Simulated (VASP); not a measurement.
Set up this calculation in VASP 6.6.1, as the native input.

| Quantity | Value |
| --- | --- |
| Task | single point |
| Functional | PBE |
| Potentials or basis | VASP PAW PBE potentials, release 64 (Tl_d) |
| Cutoff | 520 eV |
| k mesh | 18 × 18 × 18 |
| Occupations | fermi-dirac, width 0.1 eV |
| Spin | no spin polarisation |
| Dipole correction | no |
| Further INCAR settings | ALGO = Normal; EDIFF = 1e-06; NBANDS = 12 |

The structure of Tl lies in POSCAR:

```
Tl
1.0
   -2.0405091782      2.0405091782      2.0405091782
    2.0405091782     -2.0405091782      2.0405091782
    2.0405091782      2.0405091782     -2.0405091782
Tl
1
Direct
    0.0000000000      0.0000000000      0.0000000000
```

This isn't the form of Tl at room conditions, which is hcp.

These files were run (other wordings do the same):

INCAR

```
PREC = Accurate ; ENCUT = 520
EDIFF = 1E-6 ; ISMEAR = -1
SIGMA = 0.1 ; LREAL = F
LASPH = T ; NELM = 80
ALGO = Normal ; ISIF = 2
LWAVE = F ; LCHARG = F
GGA = PE ; NBANDS = 12
```

KPOINTS

```
regular mesh
0
Gamma
  18 18 18
```

Potentials or basis: VASP PAW PBE potentials, release 64 (Tl_d).

The run is started by

```sh
$ cat potpaw_PBE.64/Tl_d/POTCAR > POTCAR
$ mpirun -np 1 vasp_std > vasp.out
```

Results of the run:

```json
{"Pressure": "-1.7 GPa", "Band gap on the k mesh": "zero (an odd number of electrons rules out a gap without spin polarisation)"}
```

Caveat: spin-orbit coupling is left out, which moves the levels of the heavy elements.

It took 28 s on 1 thread of Intel(R) Xeon(R) 6975P-C (Granite Rapids), on a shared host, peak memory 0.2 GiB.
